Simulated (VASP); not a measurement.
Input of a VASP 6.6.1 run:

File INCAR:

```
PREC = Accurate ; ENCUT = 520
EDIFF = 1E-7 ; ISMEAR = 0
SIGMA = 0.1 ; LREAL = F
LASPH = T ; NELM = 100
ALGO = Normal ; ISIF = 2
LWAVE = F ; LCHARG = F
GGA = PE ; NBANDS = 16
```

KPOINTS

```
regular mesh
0
Gamma
  6 6 6
```

The input POSCAR:

```
Si
1.0
   -1.7967568556      1.7967568556      5.0335121433
    1.7967568556     -1.7967568556      5.0335121433
    1.7967568556      1.7967568556     -5.0335121433
Si
4
Direct
    0.3750000000      0.8749948289     -0.0000051711
    0.6249948289      0.1250000000     -0.0000051711
    0.1250051711      0.6250000000      1.0000051711
    0.8750000000      0.3750051711      1.0000051711
```

Potentials or basis: VASP PAW PBE potentials, release 64 (Si).

Run with:

```bash
$ cat potpaw_PBE.64/Si/POTCAR > POTCAR
$ mpirun -np 1 vasp_std > vasp.out
```

(1) Predict the pressure.

(2) What does it give for the band gap on the k mesh?

## Answers

(1) 0.0 GPa.

(2) zero (bands 8 and 9 overlap by 4.37 eV).
